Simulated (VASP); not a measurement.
# Pt (Im-3m) in VASP: further runs

Pt is run at these levels: LDA; tasks: single point.

All numbers are computed with VASP 6.6.1; they aren't measurements. Logs are shortened: lines on timing, memory, paths and dates and some standing lists are left out, and cuts for length are marked.

### 1 The cell of the first run

Symmetry: Im-3m, No. 229, cubic system. Conventional cell: a = 3.101 Å, b = 3.101 Å, c = 3.101 Å, α = 90.00°, β = 90.00°, γ = 90.00°. Pt (site symmetry m-3m) has 14 Pt at 2.69 to 3.10 Å within 3.5 Å.

### 2 Single point, LDA

INCAR reads:

```
PREC = Accurate
ENCUT = 520
EDIFF = 1E-6
ISMEAR = 0
SIGMA = 0.05
LREAL = False
LASPH = True
NELM = 80
ALGO = Normal
ISIF = 2
LWAVE = False
LCHARG = False
GGA = CA
NBANDS = 11
```

KPOINTS reads:

```
Automatic mesh
0
Gamma
  13 13 13
```

POSCAR reads:

```
Pt
1.0
   -1.5507117563      1.5507117563      1.5507117563
    1.5507117563     -1.5507117563      1.5507117563
    1.5507117563      1.5507117563     -1.5507117563
Pt
1
Direct
    0.0000000000      0.0000000000      0.0000000000
```

Potentials or basis: VASP PAW LDA potentials, release 64 (Pt).

Run with:

```
cat potpaw_LDA.64/Pt/POTCAR > POTCAR
mpirun -np 1 vasp_std > vasp.out
```

OUTCAR:

```text
PREC = Accurate
   ENCUT = 520
   EDIFF = 1E-6
   ISMEAR = 0
   LREAL = False
   LASPH = True
   NELM = 80
   ISIF = 2
   GGA = CA

 ion  position               nearest neighbor table
   1  0.000  0.000  0.000-

  LATTYP: Found a body centered cubic cell.
 ALAT       =     3.1014235126

  Lattice vectors:

 A1 = (  -1.5507117563,   1.5507117563,   1.5507117563)
 A2 = (   1.5507117563,  -1.5507117563,   1.5507117563)
 A3 = (   1.5507117563,   1.5507117563,  -1.5507117563)

Analysis of symmetry for initial positions (statically):
=====================================================================
 Subroutine PRICEL returns:
 Original cell was already a primitive cell.

 Routine SETGRP: Setting up the symmetry group for a
 body centered cubic supercell.

 Subroutine GETGRP returns: Found 48 space group operations
 (whereof 48 operations were pure point group operations)
 out of a pool of 48 trial point group operations.

The static configuration has the point symmetry O_h .

Analysis of symmetry for dynamics (positions and initial velocities):
=====================================================================
 Subroutine PRICEL returns:
 Original cell was already a primitive cell.

 Routine SETGRP: Setting up the symmetry group for a
 body centered cubic supercell.

 Subroutine GETGRP returns: Found 48 space group operations
 (whereof 48 operations were pure point group operations)
 out of a pool of 48 trial point group operations.

The dynamic configuration has the point symmetry O_h .

 Subroutine INISYM returns: Found 48 space group operations
 (whereof 48 operations are pure point group operations),
 and found     1 'primitive' translations

----------------------------------------------------------------------------------------

                                     Primitive cell

  volume of cell :      14.9160

  direct lattice vectors                    reciprocal lattice vectors
    -1.550711756  1.550711756  1.550711756     0.000000000  0.322432585  0.322432585
     1.550711756 -1.550711756  1.550711756     0.322432585  0.000000000  0.322432585
     1.550711756  1.550711756 -1.550711756     0.322432585  0.322432585  0.000000000

  length of vectors
     2.685911550  2.685911550  2.685911550     0.455988534  0.455988534  0.455988534

  position of ions in fractional coordinates (direct lattice)
     0.000000000  0.000000000  0.000000000

  ion indices of the primitive-cell ions
   primitive index   ion index
                 1           1

----------------------------------------------------------------------------------------

 KPOINTS: Automatic mesh

Automatic generation of k-mesh.
 Grid dimensions read from file:
 generate k-points for:   13   13   13

 Generating k-lattice:

  Cartesian coordinates                     Fractional coordinates (reciprocal lattice)
     0.000000000  0.024802507  0.024802507     0.076923077  0.000000000  0.000000000
     0.024802507  0.000000000  0.024802507     0.000000000  0.076923077  0.000000000
     0.024802507  0.024802507  0.000000000     0.000000000  0.000000000  0.076923077

  Length of vectors
     0.035076041  0.035076041  0.035076041

  Shift w.r.t. Gamma in fractional coordinates (k-lattice)
     0.000000000  0.000000000  0.000000000

 Subroutine IBZKPT returns following result:
 ===========================================

 Found     84 irreducible k-points:

 Following reciprocal coordinates:
            Coordinates               Weight
  0.000000  0.000000  0.000000      1.000000
  0.076923  0.000000  0.000000     12.000000
  0.153846  0.000000  0.000000     12.000000
  0.230769  0.000000  0.000000     12.000000
  0.307692  0.000000  0.000000     12.000000
  0.384615  0.000000  0.000000     12.000000
[... 16 lines left out ...]
  0.153846  0.076923  0.076923     24.000000
  0.230769  0.076923  0.076923     24.000000
 [... further k-points ...]
   k-points           NKPTS =     84   k-points in BZ     NKDIM =     84   number of bands    NBANDS=     11
   number of dos      NEDOS =    301   number of ions     NIONS =      1
   total plane-waves  NPLWV =   8000
   dimension x,y,z NGX =    20 NGY =   20 NGZ =   20
   dimension x,y,z NGXF=    40 NGYF=   40 NGZF=   40
   ions per type =               1
   NGX,Y,Z   is equivalent  to a cutoff of  12.38, 12.38, 12.38 a.u.
   NGXF,Y,Z  is equivalent  to a cutoff of  24.76, 24.76, 24.76 a.u.
 SYSTEM =  unknown system
   PREC   = accura    normal or accurate (medium, high low for compatibility)
   ISTART =      0    job   : 0-new  1-cont  2-samecut
   ICHARG =      2    charge: 1-file 2-atom 10-const
   ISPIN  =      1    spin polarized calculation?
   LNONCOLLINEAR =      F non collinear calculations
   LSORBIT =      F    spin-orbit coupling
   LASPH  =      T    aspherical Exc in radial PAW
   ENCUT  =  520.0 eV  38.22 Ry    6.18 a.u.   4.99  4.99  4.99*2*pi/ulx,y,z
   NELM   =     80;   NELMIN=  2; NELMDL= -5     # of ELM steps
   EDIFF  = 0.1E-05   stopping-criterion for ELM
   LREAL  =      F    real-space projection
   EDIFFG = 0.1E-04   stopping-criterion for IOM
   NSW    =      0    number of steps for IOM
   IBRION =     -1    ionic relax: 0-MD 1-quasi-New 2-CG
   NFREE  =      0    steps in history (QN), initial steepest desc. (CG)
   ISIF   =      2    stress and relaxation
   ISYM   =      2    0-nonsym 1-usesym 2-fastsym
   POTIM  = 0.5000    time-step for ionic-motion
   TEBEG  =    0.0;   TEEND  =   0.0 temperature during run
   PSTRESS=    0.0 pullay stress
   NELECT =      10.0000    total number of electrons
   NUPDOWN=      -1.0000    fix difference up-down
   EMIN   =  10.00;   EMAX   =-10.00  energy-range for DOS
   EFERMI =   0.00;   METHOD = LEGACY
   ISMEAR =     0;   SIGMA  =   0.05  broadening in eV -4-tet -1-fermi 0-gaus
   EFERMI_NEDOS =   21; number of points for ismear=-14 and -15
   IALGO  =     38    algorithm
   IMIX   =      4    mixing-type and parameters
     AMIX     =   0.40;   BMIX     =  1.00
     AMIX_MAG =   1.60;   BMIX_MAG =  1.00
  volume/ion in A,a.u.               =      14.92       100.66
  Fermi-wavevector in a.u.,A,eV,Ry     =   1.432816  2.707630 27.932239  2.052962
  Thomas-Fermi vector in A             =   2.552402
   LORBIT       =      0    0 simple, 1 ext, 2 COOP (PROOUT), +10 PAW based schemes
   GGA     = CA    functional components
   LHFCALC =     F    Hartree Fock is set to
   AEXX    =    0.0000 exact exchange contribution
   IVDW    =     0    specifies the selected vdW correction
   LEPSILON=     F    determine dielectric tensor
   LRPA    =     F    only Hartree local field effects (RPA)
 non-spin polarized calculation
 Gauss-broadening in eV      SIGMA  =   0.05
  energy-cutoff  :      520.00
  volume of cell :       14.92
 maximum number of plane-waves:       415
   NGX =  9   NGY =  9   NGZ =  9

 number of electron      10.0000001 magnetization

 Free energy of the ion-electron system (eV)
  ---------------------------------------------------
  ext. energy  EPLUGINS =         0.00000000
  ---------------------------------------------------
  free energy    TOTEN  =        -7.38143641 eV

  energy without entropy =       -7.38060804  energy(sigma->0) =       -7.38102222

 E-fermi :  11.1703     XC(G=0): -13.7475

 val. band max:       11.1694102397   @ k =  -0.3846  -0.4615   0.2308
 cond. band min:      11.2288441925   @ k =  -0.3846   0.3846   0.1538
 fundamental gap:      0.0594339528
 Fermi energy:        11.1702899785

 k-point     1 :       0.0000    0.0000    0.0000
  band No.  band energies     occupation
      1       0.9954      2.00000
      2       7.2823      2.00000
      3       7.2823      2.00000
      4       7.2823      2.00000
      5      10.0503      2.00000
      6      10.0503      2.00000
      7      28.1609      0.00000
      8      28.1609      0.00000
      9      28.1609      0.00000
     10      39.0073      0.00000
     11      39.0073      0.00000

 k-point     2 :       0.0769    0.0000    0.0000
  band No.  band energies     occupation
      1       1.2496      2.00000
      2       7.1786      2.00000
      3       7.2804      2.00000
      4       7.4920      2.00000
      5       9.9155      2.00000
      6      10.0572      2.00000
      7      28.2874      0.00000
      8      28.4141      0.00000
      9      28.5451      0.00000
     10      36.3830      0.00000
     11      37.0550      0.00000

 k-point     3 :       0.1538    0.0000    0.0000
  band No.  band energies     occupation
      1       1.9654      2.00000
      2       6.9022      2.00000
      3       7.2542      2.00000
      4       8.1036      2.00000
      5       9.6606      2.00000
      6      10.0848      2.00000
      7      28.3444      0.00000
      8      28.5381      0.00000
      9      29.6478      0.00000
     10      34.4923      0.00000
     11      34.6893      0.00000

 k-point     4 :       0.2308    0.0000    0.0000
  band No.  band energies     occupation
      1       2.9522      2.00000
      2       6.5368      2.00000
      3       7.2734      2.00000
      4       9.0574      2.00000
      5       9.5555      2.00000
      6      10.1453      2.00000
      7      26.8560      0.00000
      8      27.5872      0.00000
      9      31.3329      0.00000
     10      34.2078      0.00000
     11      34.4616      0.00000
[... 239 lines left out ...]
 k-point    22 :       0.0769    0.0769    0.0769
  band No.  band energies     occupation
      1       2.4138      2.00000
      2       6.8373      2.00000
      3       6.8373      2.00000
      4       8.7818      2.00000
      5       9.8743      2.00000
      6       9.8743      2.00000
      7      28.5424      0.00000
      8      28.5424      0.00000
      9      29.2431      0.00000
     10      32.2197      0.00000
     11      36.1680      0.00000

 k-point    23 :       0.1538    0.0769    0.0769
  band No.  band energies     occupation
      1       3.3891      2.00000
      2       6.4603      2.00000
      3       6.6953      2.00000
      4       9.7436      2.00000
      5       9.9432      2.00000
      6      10.0638      2.00000
      7      26.9358      0.00000
      8      27.5399      0.00000
      9      29.4453      0.00000
     10      30.3886      0.00000
     11      36.9553      0.00000

 k-point    24 :       0.2308    0.0769    0.0769
  band No.  band energies     occupation
      1       4.2286      2.00000
      2       6.1209      2.00000
      3       6.9885      2.00000
      4       9.7864      2.00000
      5      10.2289      2.00000
      6      11.3494      0.00000
      7      23.6672      0.00000
      8      26.1949      0.00000
      9      28.0520      0.00000
     10      32.1108      0.00000
     11      38.1712      0.00000

 [... further k-points ...]

------------------------ aborting loop because EDIFF is reached ----------------------------------------

  FORCE on cell =-STRESS in cart. coord.  units (eV):
  Direction    XX          YY          ZZ          XY          YZ          ZX
  --------------------------------------------------------------------------------------
  -------------------------------------------------------------------------------------
  Total        0.0672895      0.0672895      0.0672895      0.0000000      0.0000000      0.0000000
  in kB        7.2277755      7.2277755      7.2277755      0.0000000      0.0000000      0.0000000
  external PRESSURE =       7.2277755 kB  Pullay stress =       0.0000000 kB

 VOLUME and BASIS-vectors are now :
 -----------------------------------------------------------------------------
  energy-cutoff  :      520.00
  volume of cell :       14.92
      direct lattice vectors                 reciprocal lattice vectors
    -1.550711756  1.550711756  1.550711756     0.000000000  0.322432585  0.322432585
     1.550711756 -1.550711756  1.550711756     0.322432585  0.000000000  0.322432585
     1.550711756  1.550711756 -1.550711756     0.322432585  0.322432585  0.000000000

 POSITION                                       TOTAL-FORCE (eV/Angst)
 -----------------------------------------------------------------------------------
      0.00000      0.00000      0.00000         0.000000     -0.000000     -0.000000
 -----------------------------------------------------------------------------------
    total drift:                                0.000000      0.000000      0.000000

  FREE ENERGIE OF THE ION-ELECTRON SYSTEM (eV)
  ---------------------------------------------------
  free  energy   TOTEN  =        -7.3814364057 eV

  energy  without entropy=       -7.3806080352  energy(sigma->0) =       -7.38102222
```

It took 15 s on 1 thread of AMD EPYC 7R43 (Zen 3), shared host; peak memory 0.09 GiB.

What came out:

```yaml
Free_energy: -7.3814 eV
Pressure: 0.7 GPa
Band_gap_on_the_k_mesh: zero (band 5 reaches 12.14 eV, above the bottom of band 6 at 9.87 eV)
```

Caveat: spin-orbit coupling is left out, which moves the levels of the heavy elements.

### 3 Single point, LDA

This run uses another cell than the first one, of 14.46 Å³/atom, 0.969 times its volume.

INCAR reads:

```
SYSTEM = Pt
PREC = Accurate ; ENCUT = 520
EDIFF = 1E-7 ; ISMEAR = 0
SIGMA = 0.05 ; LREAL = .FALSE.
LASPH = .TRUE. ; NELM = 60
ALGO = Normal ; ISIF = 2
LWAVE = .FALSE. ; LCHARG = .FALSE.
NBANDS = 11
```

KPOINTS reads:

```
regular mesh
0
G
  13 13 13
  0 0 0
```

POSCAR reads:

```
Pt
1.0
   -1.5347462694      1.5347462694      1.5347462694
    1.5347462694     -1.5347462694      1.5347462694
    1.5347462694      1.5347462694     -1.5347462694
Pt
1
Direct
    0.0000000000      0.0000000000      0.0000000000
```

Potentials or basis: VASP PAW LDA potentials, release 64 (Pt).

Run with:

```
cat potpaw_LDA.64/Pt/POTCAR > POTCAR
mpirun -np 1 vasp_std > vasp.out
```

OUTCAR:

```text
SYSTEM = Pt
   PREC = Accurate
   ENCUT = 520
   EDIFF = 1E-7
   ISMEAR = 0
   LREAL = .FALSE.
   LASPH = .TRUE.
   NELM = 60
   ISIF = 2

 ion  position               nearest neighbor table
   1  0.000  0.000  0.000-

  LATTYP: Found a body centered cubic cell.
 ALAT       =     3.0694925388

  Lattice vectors:

 A1 = (  -1.5347462694,   1.5347462694,   1.5347462694)
 A2 = (   1.5347462694,  -1.5347462694,   1.5347462694)
 A3 = (   1.5347462694,   1.5347462694,  -1.5347462694)

Analysis of symmetry for initial positions (statically):
=====================================================================
 Subroutine PRICEL returns:
 Original cell was already a primitive cell.

 Routine SETGRP: Setting up the symmetry group for a
 body centered cubic supercell.

 Subroutine GETGRP returns: Found 48 space group operations
 (whereof 48 operations were pure point group operations)
 out of a pool of 48 trial point group operations.

The static configuration has the point symmetry O_h .

Analysis of symmetry for dynamics (positions and initial velocities):
=====================================================================
 Subroutine PRICEL returns:
 Original cell was already a primitive cell.

 Routine SETGRP: Setting up the symmetry group for a
 body centered cubic supercell.

 Subroutine GETGRP returns: Found 48 space group operations
 (whereof 48 operations were pure point group operations)
 out of a pool of 48 trial point group operations.

The dynamic configuration has the point symmetry O_h .

 Subroutine INISYM returns: Found 48 space group operations
 (whereof 48 operations are pure point group operations),
 and found     1 'primitive' translations

----------------------------------------------------------------------------------------

                                     Primitive cell

[... 111 lines left out ...]
  Thomas-Fermi vector in A             =   2.565644
   LORBIT       =      0    0 simple, 1 ext, 2 COOP (PROOUT), +10 PAW based schemes
   GGA     = CA    functional components
   LHFCALC =     F    Hartree Fock is set to
   AEXX    =    0.0000 exact exchange contribution
   IVDW    =     0    specifies the selected vdW correction
   LEPSILON=     F    determine dielectric tensor
   LRPA    =     F    only Hartree local field effects (RPA)
 non-spin polarized calculation
 Gauss-broadening in eV      SIGMA  =   0.05
  energy-cutoff  :      520.00
  volume of cell :       14.46
 maximum number of plane-waves:       402
   NGX =  9   NGY =  9   NGZ =  9

 number of electron      10.0000003 magnetization

 Free energy of the ion-electron system (eV)
  ---------------------------------------------------
  ext. energy  EPLUGINS =         0.00000000
  ---------------------------------------------------
  free energy    TOTEN  =        -7.36500802 eV

  energy without entropy =       -7.36426267  energy(sigma->0) =       -7.36463534

 E-fermi :  11.7810     XC(G=0): -13.9282

 val. band max:       11.7334999481   @ k =  -0.3846  -0.4615   0.1538
 cond. band min:      11.7811752619   @ k =  -0.3846  -0.4615   0.2308
 fundamental gap:      0.0476753138
 Fermi energy:        11.7810178755

 k-point     1 :       0.0000    0.0000    0.0000
  band No.  band energies     occupation
      1       1.2622      2.00000
      2       7.7028      2.00000
      3       7.7028      2.00000
      4       7.7028      2.00000
      5      10.5972      2.00000
      6      10.5972      2.00000
      7      28.7332      0.00000
      8      28.7332      0.00000
      9      28.7332      0.00000
     10      40.0022      0.00000
     11      40.0022      0.00000
[... 309 lines left out ...]
 k-point    24 :       0.2308    0.0769    0.0769
  band No.  band energies     occupation
      1       4.5604      2.00000
      2       6.4804      2.00000
      3       7.3932      2.00000
      4      10.3236      2.00000
      5      10.7902      2.00000
      6      11.9643      0.00000
      7      24.5763      0.00000
      8      26.9069      0.00000
      9      29.0078      0.00000
     10      32.8320      0.00000
     11      39.1739      0.00000

 [... further k-points ...]

------------------------ aborting loop because EDIFF is reached ----------------------------------------

  FORCE on cell =-STRESS in cart. coord.  units (eV):
  Direction    XX          YY          ZZ          XY          YZ          ZX
  --------------------------------------------------------------------------------------
  -------------------------------------------------------------------------------------
  Total        0.9807154      0.9807154      0.9807154     -0.0000000     -0.0000000      0.0000000
  in kB      108.6635317    108.6635317    108.6635317     -0.0000000     -0.0000000      0.0000000
  external PRESSURE =     108.6635317 kB  Pullay stress =       0.0000000 kB

 VOLUME and BASIS-vectors are now :
 -----------------------------------------------------------------------------
  energy-cutoff  :      520.00
  volume of cell :       14.46
      direct lattice vectors                 reciprocal lattice vectors
    -1.534746269  1.534746269  1.534746269     0.000000000  0.325786751  0.325786751
     1.534746269 -1.534746269  1.534746269     0.325786751  0.000000000  0.325786751
     1.534746269  1.534746269 -1.534746269     0.325786751  0.325786751  0.000000000

 POSITION                                       TOTAL-FORCE (eV/Angst)
 -----------------------------------------------------------------------------------
      0.00000      0.00000      0.00000         0.000000      0.000000      0.000000
 -----------------------------------------------------------------------------------
    total drift:                                0.000000     -0.000000      0.000000

  FREE ENERGIE OF THE ION-ELECTRON SYSTEM (eV)
  ---------------------------------------------------
  free  energy   TOTEN  =        -7.3650080200 eV

  energy  without entropy=       -7.3642626687  energy(sigma->0) =       -7.36463534
```

Wall time 16 s (1 thread of AMD EPYC 7R43 (Zen 3), shared host); peak memory 0.09 GiB.

Results:

* Free energy: -7.3650 eV
* Pressure: 10.9 GPa
* Band gap on the k mesh: zero (band 5 reaches 12.82 eV, above the bottom of band 6 at 10.41 eV)

Levels at points of the mesh, in eV from the Fermi level:
```
           k point  band 1  band 2  band 3  band 4  band 5  band 6  band 7  band 8  band 9  band 10
(0.00, 0.00, 0.00)  -10.52   -4.08   -4.08   -4.08   -1.18   -1.18   16.95   16.95   16.95    28.22
```

Caveat: spin-orbit coupling is left out, which moves the levels of the heavy elements.
